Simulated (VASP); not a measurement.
# C (R-3m) in VASP: relaxation of cell and atoms with LDA

Aim: the relaxation of cell and atoms of C with LDA.

Program: VASP 6.6.1. These are calculated values, not measurements. Logs are shortened: lines on timing, memory, paths and dates and some standing lists are left out, and cuts for length are marked.

### 1 The cell of the first run

Symmetry: R-3m, No. 166, trigonal system. Conventional cell: a = 2.456 Å, b = 2.456 Å, c = 10.041 Å, α = 90.00°, β = 90.00°, γ = 120.00°. C (site symmetry 3m) has 3 C at 1.42 Å within 1.9 Å.

### 2 Relaxation of cell and atoms, LDA

The input, INCAR:

```
SYSTEM = C
PREC = Accurate ; ENCUT = 1300
EDIFF = 1E-7 ; ISMEAR = -1
SIGMA = 0.05 ; LREAL = .FALSE.
LASPH = .TRUE. ; NELM = 120
ALGO = Normal ; ISIF = 3
LWAVE = .FALSE. ; LCHARG = .FALSE.
GGA = CA ; IBRION = 2
NSW = 80 ; EDIFFG = -0.01
GGA_COMPAT = .FALSE. ; NELMIN = 4
```

The input, KPOINTS:

```
Automatic mesh
0
G
  8 8 8
  0 0 0
```

The input, POSCAR:

```
C
1.0
    1.2280290000      0.7090030000      3.3470110000
   -1.2280290000      0.7090030000      3.3470110000
    0.0000000000     -1.4180050000      3.3470110000
C
2
Direct
    0.8360000000      0.8360000000      0.8360000000
    0.1640000000      0.1640000000      0.1640000000
```

Potentials or basis: VASP PAW LDA potentials, release 64 (C_h).

The run is started by

```bash
$ cat potpaw_LDA.64/C_h/POTCAR > POTCAR
$ mpirun -np 1 vasp_std > vasp.out
```

OUTCAR:

```text
SYSTEM = C
   PREC = Accurate
   ENCUT = 1300
   EDIFF = 1E-7
   ISMEAR = -1
   LREAL = .FALSE.
   LASPH = .TRUE.
   NELM = 120
   ISIF = 3
   GGA = CA
   IBRION = 2
   NSW = 80
   EDIFFG = -0.01
   NELMIN = 4

 ion  position               nearest neighbor table
   1  0.836  0.836  0.836-   2 1.42   2 1.42   2 1.42
   2  0.164  0.164  0.164-   1 1.42   1 1.42   1 1.42

  LATTYP: Found a trigonal (rhomboedric) cell.
 ALAT       =     3.6349997404
 COS(alpha) =     0.7717354484

  Lattice vectors:

 A1 = (   1.2280290000,   0.7090030000,   3.3470110000)
 A2 = (  -1.2280290000,   0.7090030000,   3.3470110000)
 A3 = (   0.0000000000,  -1.4180050000,   3.3470110000)

Analysis of symmetry for initial positions (statically):
=====================================================================
 Subroutine PRICEL returns:
 Original cell was already a primitive cell.

 Routine SETGRP: Setting up the symmetry group for a
 trigonal (rhombohedral) supercell.

 Subroutine GETGRP returns: Found 12 space group operations
 (whereof 12 operations were pure point group operations)
 out of a pool of 12 trial point group operations.

The static configuration has the point symmetry D_3d.

Analysis of symmetry for dynamics (positions and initial velocities):
=====================================================================
 Subroutine PRICEL returns:
 Original cell was already a primitive cell.

 Routine SETGRP: Setting up the symmetry group for a
 trigonal (rhombohedral) supercell.

 Subroutine GETGRP returns: Found 12 space group operations
 (whereof 12 operations were pure point group operations)
 out of a pool of 12 trial point group operations.

The dynamic configuration has the point symmetry D_3d.

 Subroutine INISYM returns: Found 12 space group operations
 (whereof 12 operations are pure point group operations),
 and found     1 'primitive' translations

----------------------------------------------------------------------------------------

                                     Primitive cell

  volume of cell :      17.4850

  direct lattice vectors                    reciprocal lattice vectors
     1.228029000  0.709003000  3.347011000     0.407156509  0.235071988  0.099591323
    -1.228029000  0.709003000  3.347011000    -0.407156509  0.235071988  0.099591323
     0.000000000 -1.418005000  3.347011000     0.000000000 -0.470143977  0.099591394

  length of vectors
     3.634999740  3.634999740  3.634999424     0.480576418  0.480576418  0.480576534

  position of ions in fractional coordinates (direct lattice)
     0.836000000  0.836000000  0.836000000
     0.164000000  0.164000000  0.164000000

  ion indices of the primitive-cell ions
   primitive index   ion index
                 1           1
                 2           2

----------------------------------------------------------------------------------------

 KPOINTS: Automatic mesh

Automatic generation of k-mesh.
 Grid dimensions read from file:
 generate k-points for:    8    8    8

 Generating k-lattice:

  Cartesian coordinates                     Fractional coordinates (reciprocal lattice)
     0.050894564  0.029383999  0.012448915     0.125000000  0.000000000  0.000000000
    -0.050894564  0.029383999  0.012448915     0.000000000  0.125000000  0.000000000
     0.000000000 -0.058767997  0.012448924     0.000000000  0.000000000  0.125000000

  Length of vectors
     0.060072052  0.060072052  0.060072067

  Shift w.r.t. Gamma in fractional coordinates (k-lattice)
     0.000000000  0.000000000  0.000000000

 Subroutine IBZKPT returns following result:
 ===========================================

 Found     65 irreducible k-points:

 Following reciprocal coordinates:
            Coordinates               Weight
  0.000000  0.000000  0.000000      1.000000
  0.125000  0.000000  0.000000      6.000000
  0.250000  0.000000  0.000000      6.000000
  0.375000  0.000000  0.000000      6.000000
  0.500000  0.000000  0.000000      3.000000
  0.125000  0.125000  0.000000      6.000000
[... 16 lines left out ...]
  0.250000  0.125000  0.125000      6.000000
  0.375000  0.125000  0.125000      6.000000
 [... further k-points ...]
   k-points           NKPTS =     65   k-points in BZ     NKDIM =     65   number of bands    NBANDS=      8
   number of dos      NEDOS =    301   number of ions     NIONS =      2
   total plane-waves  NPLWV = 110592
   dimension x,y,z NGX =    48 NGY =   48 NGZ =   48
   dimension x,y,z NGXF=    96 NGYF=   96 NGZF=   96
   ions per type =               2
   NGX,Y,Z   is equivalent  to a cutoff of  21.95, 21.95, 21.95 a.u.
   NGXF,Y,Z  is equivalent  to a cutoff of  43.91, 43.91, 43.91 a.u.
 SYSTEM =  C
   PREC   = accura    normal or accurate (medium, high low for compatibility)
   ISTART =      0    job   : 0-new  1-cont  2-samecut
   ICHARG =      2    charge: 1-file 2-atom 10-const
   ISPIN  =      1    spin polarized calculation?
   LNONCOLLINEAR =      F non collinear calculations
   LSORBIT =      F    spin-orbit coupling
   LASPH  =      T    aspherical Exc in radial PAW
   ENCUT  = 1300.0 eV  95.55 Ry    9.77 a.u.  10.69 10.69 10.69*2*pi/ulx,y,z
   NELM   =    120;   NELMIN=  4; NELMDL= -5     # of ELM steps
   EDIFF  = 0.1E-06   stopping-criterion for ELM
   LREAL  =      F    real-space projection
   EDIFFG = -.1E-01   stopping-criterion for IOM
   NSW    =     80    number of steps for IOM
   IBRION =      2    ionic relax: 0-MD 1-quasi-New 2-CG
   NFREE  =      1    steps in history (QN), initial steepest desc. (CG)
   ISIF   =      3    stress and relaxation
   ISYM   =      2    0-nonsym 1-usesym 2-fastsym
   POTIM  = 0.5000    time-step for ionic-motion
   TEBEG  =    0.0;   TEEND  =   0.0 temperature during run
   PSTRESS=    0.0 pullay stress
   NELECT =       8.0000    total number of electrons
   NUPDOWN=      -1.0000    fix difference up-down
   EMIN   =  10.00;   EMAX   =-10.00  energy-range for DOS
   EFERMI =   0.00;   METHOD = LEGACY
   ISMEAR =    -1;   SIGMA  =   0.05  broadening in eV -4-tet -1-fermi 0-gaus
   EFERMI_NEDOS =   21; number of points for ismear=-14 and -15
   IALGO  =     38    algorithm
   IMIX   =      4    mixing-type and parameters
     AMIX     =   0.40;   BMIX     =  1.00
     AMIX_MAG =   1.60;   BMIX_MAG =  1.00
  volume/ion in A,a.u.               =       8.74        59.00
  Fermi-wavevector in a.u.,A,eV,Ry     =   1.261488  2.383867 21.651666  1.591353
  Thomas-Fermi vector in A             =   2.394945
   LORBIT       =      0    0 simple, 1 ext, 2 COOP (PROOUT), +10 PAW based schemes
   GGA     = CA    functional components
   LHFCALC =     F    Hartree Fock is set to
   AEXX    =    0.0000 exact exchange contribution
   IVDW    =     0    specifies the selected vdW correction
   LEPSILON=     F    determine dielectric tensor
   LRPA    =     F    only Hartree local field effects (RPA)
 conjugate gradient relaxation of ions
 non-spin polarized calculation
  energy-cutoff  :     1300.00
  volume of cell :       17.48
 maximum number of plane-waves:      1886
 NGX is ok and might be reduce to    48
   NGX = 21   NGY = 21   NGZ = 21

--------------------------------------- Ionic step        1  -------------------------------------------

 number of electron       8.0000000 magnetization

 Free energy of the ion-electron system (eV)
  ---------------------------------------------------
  ext. energy  EPLUGINS =         0.00000000
  ---------------------------------------------------
  free energy    TOTEN  =       -20.22165742 eV

  energy without entropy =      -20.22165739  energy(sigma->0) =      -20.22165740

------------------------ aborting loop because EDIFF is reached ----------------------------------------

  FORCE on cell =-STRESS in cart. coord.  units (eV):
  Direction    XX          YY          ZZ          XY          YZ          ZX
  --------------------------------------------------------------------------------------
  -------------------------------------------------------------------------------------
  Total       -0.5484522     -0.5484519     -0.1086979      0.0000000     -0.0000000      0.0000000
  in kB      -50.2556001    -50.2555708     -9.9601753      0.0000000     -0.0000010      0.0000000
  external PRESSURE =     -36.8237821 kB  Pullay stress =       0.0000000 kB
[... 273 lines left out ...]
  energy  without entropy=      -20.2479671535  energy(sigma->0) =      -20.24796716

--------------------------------------- Ionic step        9  -------------------------------------------

 number of electron       8.0000000 magnetization

 Free energy of the ion-electron system (eV)
  ---------------------------------------------------
  ext. energy  EPLUGINS =         0.00000000
  ---------------------------------------------------
  free energy    TOTEN  =       -20.24808844 eV

  energy without entropy =      -20.24808843  energy(sigma->0) =      -20.24808844

 E-fermi :   5.6526     XC(G=0): -10.9777

 val. band max:        4.9023128292   @ k =  -0.1250   0.5000   0.1250
 cond. band min:       6.4167493669   @ k =  -0.1250   0.5000   0.1250
 fundamental gap:      1.5144365377
 Fermi energy:         5.6525525850

 k-point     1 :       0.0000    0.0000    0.0000
  band No.  band energies     occupation
      1     -14.0721      2.00000
      2      -1.0686      2.00000
      3       2.5806      2.00000
      4       2.5806      2.00000
      5       9.4699      0.00000
      6      14.0459      0.00000
      7      14.0460      0.00000
      8      17.0731      0.00000
[... 243 lines left out ...]
 k-point    24 :       0.3750    0.1250    0.1250
  band No.  band energies     occupation
      1     -12.4671      2.00000
      2      -1.8237      2.00000
      3      -0.2340      2.00000
      4       0.5424      2.00000
      5      12.8683      0.00000
      6      13.3501      0.00000
      7      14.1029      0.00000
      8      19.1829      0.00000

 [... further k-points ...]

------------------------ aborting loop because EDIFF is reached ----------------------------------------

  FORCE on cell =-STRESS in cart. coord.  units (eV):
  Direction    XX          YY          ZZ          XY          YZ          ZX
  --------------------------------------------------------------------------------------
  -------------------------------------------------------------------------------------
  Total        0.0044262      0.0044262     -0.0177249      0.0000000     -0.0000000      0.0000000
  in kB        0.4129056      0.4129054     -1.6534780      0.0000000     -0.0000002      0.0000000
  external PRESSURE =      -0.2758890 kB  Pullay stress =       0.0000000 kB
[... 17 lines left out ...]
  FREE ENERGIE OF THE ION-ELECTRON SYSTEM (eV)
  ---------------------------------------------------
  free  energy   TOTEN  =       -20.2480884413 eV

  energy  without entropy=      -20.2480884290  energy(sigma->0) =      -20.24808844

 reached required accuracy - stopping structural energy minimisation
```

Run time: 3.6 min. Hardware: 1 thread of Intel Xeon Platinum 8259CL at 2.50GHz (Skylake/Cascade Lake), shared host; peak memory 0.25 GiB.

What came out:

| Item | Value |
| --- | --- |
| Free energy | -20.2481 eV |
| Relaxed volume | 8.59 Å³/atom |
| Relaxed cell | a = 3.602 Å, b = 3.602 Å, c = 3.602 Å, α = 39.70°, β = 39.70°, γ = 39.70° |
| Space group after relaxing (to 0.1 Å) | R-3m (No. 166) |
| Energy gained by relaxing | 13.2 meV/atom |
| Ionic steps | 9 |
| Pressure after relaxing | 0.0 GPa |

The path:
```csv
step,energy change (eV),largest force (eV/Å),pressure (GPa),volume (Å³)
1,0.0000,0.9092,-3.68,17.48
2,-0.0033,0.5994,8.21,16.98
3,-0.0245,0.1256,2.44,17.22
4,-0.0217,0.2065,-4.25,17.47
5,-0.0262,0.0003,-0.16,17.32
6,-0.0262,0.0023,-0.11,17.32
7,-0.0262,0.0021,-0.08,17.30
8,-0.0263,0.0014,-0.08,17.26
9,-0.0264,0.0001,-0.03,17.17
```

Final structure:
```cif
data_structure
_symmetry_space_group_name_H-M 'P 1'
_symmetry_Int_Tables_number 1
_cell_length_a 3.6024
_cell_length_b 3.6024
_cell_length_c 3.6024
_cell_angle_alpha 39.696
_cell_angle_beta 39.696
_cell_angle_gamma 39.696
_cell_volume 17.17
loop_
_atom_site_label
_atom_site_type_symbol
_atom_site_fract_x
_atom_site_fract_y
_atom_site_fract_z
_atom_site_occupancy
C1 C 0.83338 0.83338 0.83338 1
C2 C 0.16662 0.16662 0.16662 1
```

LDA usually gives volumes a few per cent too small. Zero-point motion and thermal expansion aren't in these numbers.
